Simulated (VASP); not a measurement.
# Ta4O (P4/mmm) in VASP: a series of runs

The runs below take Ta4O through single point, with PBE.

Program: VASP 6.6.1. These are calculated values, not measurements. Logs are shortened: lines on timing, memory, paths and dates and some standing lists are left out, and cuts for length are marked.

### 1 The cell of the first run

The structure is tetragonal, space group P4/mmm (No. 123). The conventional cell has a = 3.257 Å, b = 3.257 Å, c = 7.409 Å, α = 90.00°, β = 90.00°, γ = 90.00°. Ta (site symmetry 4/mmm) has 4 O at 2.30 Å within 3.0 Å. Ta (site symmetry 4mm) has 1 O at 2.10 Å within 2.8 Å. Within 3.7 Å of Ta (site symmetry 4/mmm) lie 12 Ta at 2.81 to 3.26 Å. O (site symmetry 4/mmm) has 6 Ta at 2.10 to 2.30 Å within 2.8 Å.

### 2 Single point, PBE

The input, INCAR:

```
SYSTEM = Ta4O
PREC = Accurate
ENCUT = 520
EDIFF = 1E-6
ISMEAR = 0
SIGMA = 0.1
LREAL = .FALSE.
LASPH = .TRUE.
NELM = 60
ALGO = Normal
ISIF = 2
LWAVE = .FALSE.
LCHARG = .TRUE.
GGA = PE
LELF = .TRUE.
LVHAR = .TRUE.
NBANDS = 33
```

The input, KPOINTS:

```
regular mesh
0
G
  8 8 4
  0 0 0
```

The input, POSCAR:

```
Ta4O
1.0
    3.2574970000      0.0000000000      0.0000000000
    0.0000000000      3.2574970000      0.0000000000
    0.0000000000      0.0000000000      7.4093410000
Ta O
4 1
Direct
    0.0000000000      0.0000000000      0.5000000000
    0.5000000000      0.5000000000      0.7831580000
    0.5000000000      0.5000000000      0.2168420000
    0.0000000000      0.0000000000      0.0000000000
    0.5000000000      0.5000000000      0.5000000000
```

Potentials or basis: VASP PAW PBE potentials, release 64 (Ta_pv, O).

Started as:

```
$ cat potpaw_PBE.64/Ta_pv/POTCAR potpaw_PBE.64/O/POTCAR > POTCAR
$ mpirun -np 1 vasp_std > vasp.out
```

OUTCAR:

```text
SYSTEM = Ta4O
   PREC = Accurate
   ENCUT = 520
   EDIFF = 1E-6
   ISMEAR = 0
   LREAL = .FALSE.
   LASPH = .TRUE.
   NELM = 60
   ISIF = 2
   GGA = PE

 ion  position               nearest neighbor table
   1  0.000  0.000  0.500-   5 2.30   5 2.30   5 2.30   5 2.30   3 3.12   3 3.12   2 3.12   3 3.12
                             2 3.12   2 3.12   3 3.12   2 3.12
   2  0.500  0.500  0.783-   5 2.10   4 2.81   4 2.81   4 2.81   4 2.81   1 3.12   1 3.12   1 3.12
                             1 3.12   3 3.21
   3  0.500  0.500  0.217-   5 2.10   4 2.81   4 2.81   4 2.81   4 2.81   1 3.12   1 3.12   1 3.12
                             1 3.12   2 3.21
   4  0.000  0.000  0.000-   2 2.81   3 2.81   2 2.81   3 2.81   2 2.81   3 2.81   2 2.81   3 2.81

   5  0.500  0.500  0.500-   2 2.10   3 2.10   1 2.30   1 2.30   1 2.30   1 2.30

  LATTYP: Found a simple tetragonal cell.
 ALAT       =     3.2574970000
 C/A-ratio  =     2.2745503680

  Lattice vectors:

 A1 = (   3.2574970000,   0.0000000000,   0.0000000000)
 A2 = (   0.0000000000,   3.2574970000,   0.0000000000)
 A3 = (   0.0000000000,   0.0000000000,   7.4093410000)

Analysis of symmetry for initial positions (statically):
=====================================================================
 Subroutine PRICEL returns:
 Original cell was already a primitive cell.

 Routine SETGRP: Setting up the symmetry group for a
 simple tetragonal supercell.

 Subroutine GETGRP returns: Found 16 space group operations
 (whereof 16 operations were pure point group operations)
 out of a pool of 16 trial point group operations.

The static configuration has the point symmetry D_4h.

Analysis of symmetry for dynamics (positions and initial velocities):
=====================================================================
 Subroutine PRICEL returns:
 Original cell was already a primitive cell.

 Routine SETGRP: Setting up the symmetry group for a
 simple tetragonal supercell.

 Subroutine GETGRP returns: Found 16 space group operations
 (whereof 16 operations were pure point group operations)
 out of a pool of 16 trial point group operations.

The dynamic configuration has the point symmetry D_4h.

 Subroutine INISYM returns: Found 16 space group operations
 (whereof 16 operations are pure point group operations),
 and found     1 'primitive' translations

----------------------------------------------------------------------------------------

                                     Primitive cell

  volume of cell :      78.6226

  direct lattice vectors                    reciprocal lattice vectors
     3.257497000  0.000000000  0.000000000     0.306984166  0.000000000  0.000000000
     0.000000000  3.257497000  0.000000000     0.000000000  0.306984166  0.000000000
     0.000000000  0.000000000  7.409341000     0.000000000  0.000000000  0.134964769

  length of vectors
     3.257497000  3.257497000  7.409341000     0.306984166  0.306984166  0.134964769

  position of ions in fractional coordinates (direct lattice)
     0.000000000  0.000000000  0.500000000
     0.500000000  0.500000000  0.783158000
     0.500000000  0.500000000  0.216842000
     0.000000000  0.000000000  0.000000000
     0.500000000  0.500000000  0.500000000

  ion indices of the primitive-cell ions
   primitive index   ion index
                 1           1
                 2           2
                 3           3
                 4           4
                 5           5

----------------------------------------------------------------------------------------

 KPOINTS: regular mesh

Automatic generation of k-mesh.
 Grid dimensions read from file:
 generate k-points for:    8    8    4

 Generating k-lattice:

  Cartesian coordinates                     Fractional coordinates (reciprocal lattice)
     0.038373021  0.000000000  0.000000000     0.125000000  0.000000000  0.000000000
     0.000000000  0.038373021  0.000000000     0.000000000  0.125000000  0.000000000
     0.000000000  0.000000000  0.033741192     0.000000000  0.000000000  0.250000000

  Length of vectors
     0.038373021  0.038373021  0.033741192

  Shift w.r.t. Gamma in fractional coordinates (k-lattice)
     0.000000000  0.000000000  0.000000000

 Subroutine IBZKPT returns following result:
 ===========================================

 Found     45 irreducible k-points:

 Following reciprocal coordinates:
            Coordinates               Weight
  0.000000  0.000000  0.000000      1.000000
  0.125000  0.000000  0.000000      4.000000
  0.250000  0.000000  0.000000      4.000000
  0.375000  0.000000  0.000000      4.000000
  0.500000  0.000000  0.000000      2.000000
  0.125000  0.125000  0.000000      4.000000
[... 16 lines left out ...]
  0.375000  0.125000  0.250000     16.000000
  0.500000  0.125000  0.250000      8.000000
 [... further k-points ...]
   k-points           NKPTS =     45   k-points in BZ     NKDIM =     45   number of bands    NBANDS=     33
   number of dos      NEDOS =    301   number of ions     NIONS =      5
   total plane-waves  NPLWV =  32256
   dimension x,y,z NGX =    24 NGY =   24 NGZ =   56
   dimension x,y,z NGXF=    48 NGYF=   48 NGZF=  112
   ions per type =               4   1
   NGX,Y,Z   is equivalent  to a cutoff of  12.25, 12.25, 12.56 a.u.
   NGXF,Y,Z  is equivalent  to a cutoff of  24.50, 24.50, 25.13 a.u.
 SYSTEM =  Ta4O
   PREC   = accura    normal or accurate (medium, high low for compatibility)
   ISTART =      0    job   : 0-new  1-cont  2-samecut
   ICHARG =      2    charge: 1-file 2-atom 10-const
   ISPIN  =      1    spin polarized calculation?
   LNONCOLLINEAR =      F non collinear calculations
   LSORBIT =      F    spin-orbit coupling
   LASPH  =      T    aspherical Exc in radial PAW
   ENCUT  =  520.0 eV  38.22 Ry    6.18 a.u.   6.06  6.06 13.78*2*pi/ulx,y,z
   NELM   =     60;   NELMIN=  2; NELMDL= -5     # of ELM steps
   EDIFF  = 0.1E-05   stopping-criterion for ELM
   LREAL  =      F    real-space projection
   EDIFFG = 0.1E-04   stopping-criterion for IOM
   NSW    =      0    number of steps for IOM
   IBRION =     -1    ionic relax: 0-MD 1-quasi-New 2-CG
   NFREE  =      0    steps in history (QN), initial steepest desc. (CG)
   ISIF   =      2    stress and relaxation
   ISYM   =      2    0-nonsym 1-usesym 2-fastsym
   POTIM  = 0.5000    time-step for ionic-motion
   TEBEG  =    0.0;   TEEND  =   0.0 temperature during run
   PSTRESS=    0.0 pullay stress
   NELECT =      50.0000    total number of electrons
   NUPDOWN=      -1.0000    fix difference up-down
   EMIN   =  10.00;   EMAX   =-10.00  energy-range for DOS
   EFERMI =   0.00;   METHOD = LEGACY
   ISMEAR =     0;   SIGMA  =   0.10  broadening in eV -4-tet -1-fermi 0-gaus
   EFERMI_NEDOS =   21; number of points for ismear=-14 and -15
   IALGO  =     38    algorithm
   IMIX   =      4    mixing-type and parameters
     AMIX     =   0.40;   BMIX     =  1.00
     AMIX_MAG =   1.60;   BMIX_MAG =  1.00
  volume/ion in A,a.u.               =      15.72       106.11
  Fermi-wavevector in a.u.,A,eV,Ry     =   1.407826  2.660405 26.966391  1.981974
  Thomas-Fermi vector in A             =   2.530046
   LORBIT       =      0    0 simple, 1 ext, 2 COOP (PROOUT), +10 PAW based schemes
   GGA     = PE    functional components
   LHFCALC =     F    Hartree Fock is set to
   AEXX    =    0.0000 exact exchange contribution
   IVDW    =     0    specifies the selected vdW correction
   LEPSILON=     F    determine dielectric tensor
   LRPA    =     F    only Hartree local field effects (RPA)
 non-spin polarized calculation
 Gauss-broadening in eV      SIGMA  =   0.10
  energy-cutoff  :      520.00
  volume of cell :       78.62
 maximum number of plane-waves:      2144
   NGX = 13   NGY = 13   NGZ = 27

 number of electron      50.0000004 magnetization

 Free energy of the ion-electron system (eV)
  ---------------------------------------------------
  ext. energy  EPLUGINS =         0.00000000
  ---------------------------------------------------
  free energy    TOTEN  =       -55.08975483 eV

  energy without entropy =      -55.07975413  energy(sigma->0) =      -55.08475448

 E-fermi :   6.4278     XC(G=0): -12.6000

 val. band max:        6.4260548034   @ k =   0.5000   0.2500   0.0000
 cond. band min:       6.4420346395   @ k =   0.5000   0.5000   0.5000
 fundamental gap:      0.0159798360
 Fermi energy:         6.4278062253

 k-point     1 :       0.0000    0.0000    0.0000
  band No.  band energies     occupation
      1     -29.2224      2.00000
      2     -29.2224      2.00000
      3     -28.8125      2.00000
      4     -28.2059      2.00000
      5     -28.0865      2.00000
      6     -27.8758      2.00000
[... 25 lines left out ...]
     32       8.1065      0.00000
     33       8.8713      0.00000

 k-point     2 :       0.1250    0.0000    0.0000
  band No.  band energies     occupation
      1     -29.2771      2.00000
      2     -29.2162      2.00000
      3     -28.8049      2.00000
      4     -28.2254      2.00000
      5     -28.0980      2.00000
      6     -27.8804      2.00000
[... 25 lines left out ...]
     32       8.8094      0.00000
     33       9.4007      0.00000

 k-point     3 :       0.2500    0.0000    0.0000
  band No.  band energies     occupation
      1     -29.4036      2.00000
      2     -29.2011      2.00000
      3     -28.7911      2.00000
      4     -28.2674      2.00000
      5     -28.1267      2.00000
      6     -27.9086      2.00000
[... 25 lines left out ...]
     32       9.0539      0.00000
     33       9.5535      0.00000

 k-point     4 :       0.3750    0.0000    0.0000
  band No.  band energies     occupation
      1     -29.5237      2.00000
      2     -29.1861      2.00000
      3     -28.7862      2.00000
      4     -28.3013      2.00000
      5     -28.1490      2.00000
      6     -27.9657      2.00000
[... 673 lines left out ...]
     32       9.3914      0.00000
     33       9.9272      0.00000

 k-point    23 :       0.3750    0.1250    0.2500
  band No.  band energies     occupation
      1     -29.5062      2.00000
      2     -29.2292      2.00000
      3     -28.7751      2.00000
      4     -28.2841      2.00000
      5     -28.1344      2.00000
      6     -27.9977      2.00000
[... 25 lines left out ...]
     32       9.3760      0.00000
     33      10.1593      0.00000

 k-point    24 :       0.5000    0.1250    0.2500
  band No.  band energies     occupation
      1     -29.5521      2.00000
      2     -29.2215      2.00000
      3     -28.7709      2.00000
      4     -28.3075      2.00000
      5     -28.1577      2.00000
      6     -27.9949      2.00000
[... 25 lines left out ...]
     32       9.9313      0.00000
     33      10.3599      0.00000

 [... further k-points ...]
[... 5 lines left out ...]
  --------------------------------------------------------------------------------------
  -------------------------------------------------------------------------------------
  Total       -0.2034610     -0.2034610     -0.3389716      0.0000000      0.0000000      0.0000000
  in kB       -4.1461421     -4.1461421     -6.9075861      0.0000000      0.0000000      0.0000000
  external PRESSURE =      -5.0666234 kB  Pullay stress =       0.0000000 kB

 VOLUME and BASIS-vectors are now :
 -----------------------------------------------------------------------------
  energy-cutoff  :      520.00
  volume of cell :       78.62
      direct lattice vectors                 reciprocal lattice vectors
     3.257497000  0.000000000  0.000000000     0.306984166  0.000000000  0.000000000
     0.000000000  3.257497000  0.000000000     0.000000000  0.306984166  0.000000000
     0.000000000  0.000000000  7.409341000     0.000000000  0.000000000  0.134964769

 POSITION                                       TOTAL-FORCE (eV/Angst)
 -----------------------------------------------------------------------------------
      0.00000      0.00000      3.70467        -0.000000      0.000000      0.000000
      1.62875      1.62875      5.80268         0.000000     -0.000000      0.057353
      1.62875      1.62875      1.60666        -0.000000     -0.000000     -0.057353
      0.00000      0.00000      0.00000        -0.000000      0.000000      0.000000
      1.62875      1.62875      3.70467        -0.000000      0.000000      0.000000
 -----------------------------------------------------------------------------------
    total drift:                                0.000000     -0.000000      0.000000

  FREE ENERGIE OF THE ION-ELECTRON SYSTEM (eV)
  ---------------------------------------------------
  free  energy   TOTEN  =       -55.0897548338 eV

  energy  without entropy=      -55.0797541323  energy(sigma->0) =      -55.08475448
```

Wall time 67 s (1 thread of AMD EPYC 9R45 (Zen 5), shared host); peak memory 0.21 GiB.

What came out:

- Free energy: -55.0898 eV
- Pressure: -0.5 GPa
- Largest force: 0.057 eV/Å
- Band gap on the k mesh: zero (band 25 reaches 6.79 eV, above the bottom of band 26 at 5.98 eV)

Forces on the atoms (eV/Å):
```
Ta   0.000  0.000  0.000
Ta   0.000  0.000  0.057
Ta   0.000  0.000 -0.057
Ta   0.000  0.000  0.000
O    0.000  0.000  0.000
```

Stress tensor (GPa, compression positive):
```
-0.41  0.00  0.00
 0.00 -0.41  0.00
 0.00  0.00 -0.69
```

Caveat: spin-orbit coupling is left out, which moves the levels of the heavy elements.

(Part 1 of 2 ends here.)
